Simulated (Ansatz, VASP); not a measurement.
## Two plane-wave programs on Sr

The input POSCAR:

```
Sr
1.0
    4.1807002141      0.0000000000      0.0000000000
   -2.0903501071      3.6205925910      0.0000000000
    0.0000000000      0.0000000000      6.9442500000
Sr
2
Direct
    0.3333333333      0.6666666667      0.2500000000
    0.6666666667      0.3333333333      0.7500000000
```

The input INCAR.step1:

```
PREC     = Accurate       # precision mode
ENCUT    = 520            # plane-wave cutoff, eV
ISMEAR   = 0              # smearing method
SIGMA    = 0.15           # smearing width, eV
LREAL    = F              # projectors in reciprocal space
LASPH    = T              # aspherical terms in the spheres
NELM     = 100            # most SCF steps
NBANDS   = 17             # bands
GGA      = PE             # functional
ALGO     = Normal         # electronic algorithm
EDIFF    = 1E-4           # SCF threshold, eV
LWAVE    = T              # write WAVECAR
LCHARG   = F              # write CHGCAR
```

INCAR.step2

```
PREC     = Accurate       # precision mode
ENCUT    = 520            # plane-wave cutoff, eV
EDIFF    = 1E-6           # SCF threshold, eV
ISMEAR   = 0              # smearing method
SIGMA    = 0.15           # smearing width, eV
LREAL    = F              # projectors in reciprocal space
LASPH    = T              # aspherical terms in the spheres
NELM     = 100            # most SCF steps
ALGO     = Normal         # electronic algorithm
ISIF     = 2              # what is computed and relaxed
LWAVE    = F              # write WAVECAR
LCHARG   = T              # write CHGCAR
METAGGA  = R2SCAN         # meta-GGA
LMIXTAU  = T            
LELF     = T              # ELF
LVHAR    = T            
NBANDS   = 17             # bands
ISTART   = 1
```

File KPOINTS:

```
regular mesh
0
Gamma
  12 12 8
```

Input for Ansatz:

```yaml
crystal:
  lattice:
    - [4.1807002141, 0.0, 0.0]
    - [-2.0903501071, 3.620592591, 0.0]
    - [0.0, 0.0, 6.94425]
  atoms:
    - { symbol: Sr, position: [0.3333333333, 0.6666666667, 0.25] }
    - { symbol: Sr, position: [0.6666666667, 0.3333333333, 0.75] }
basis:
  ecutwfc: 500
kpoints:
  mp_grid: { grid: [12, 12, 8] }
hamiltonian:
  xc: r2scan
scf:
  occupations: { method: gaussian, width: 0.15 }
output:
  forces: true
  stress: true
  eigenvalues: true
```

Change from the starting cell: strain -0.030 along x and y, -0.015 along z, atoms carried along.

Alike in both runs: task single point; functional r2SCAN; k mesh 12 × 12 × 8; occupations gaussian, width 0.15 eV; no spin polarisation.

|  | VASP | Ansatz |
| --- | --- | --- |
| version | VASP 6.6.1 | Ansatz 0.2.0 |
| potentials or method | VASP PAW PBE potentials, release 64 (Sr_sv), cutoff 520 eV | scalar-relativistic, plane waves, PAW |
| valence electrons in the cell | 20 | 20 |

```csv
,VASP,Ansatz,Ansatz less VASP
gap on the k mesh at the Fermi level (eV),none,none,-
pressure (GPa),1.1,1.1,-0.02
"traceless stress, the component that is largest in VASP (GPa)",-0.07,-0.07,-0.001
```

VASP's potentials were made for PBE, not for r2SCAN. A gap of «none» marks a metal or a gap that the smearing closes.
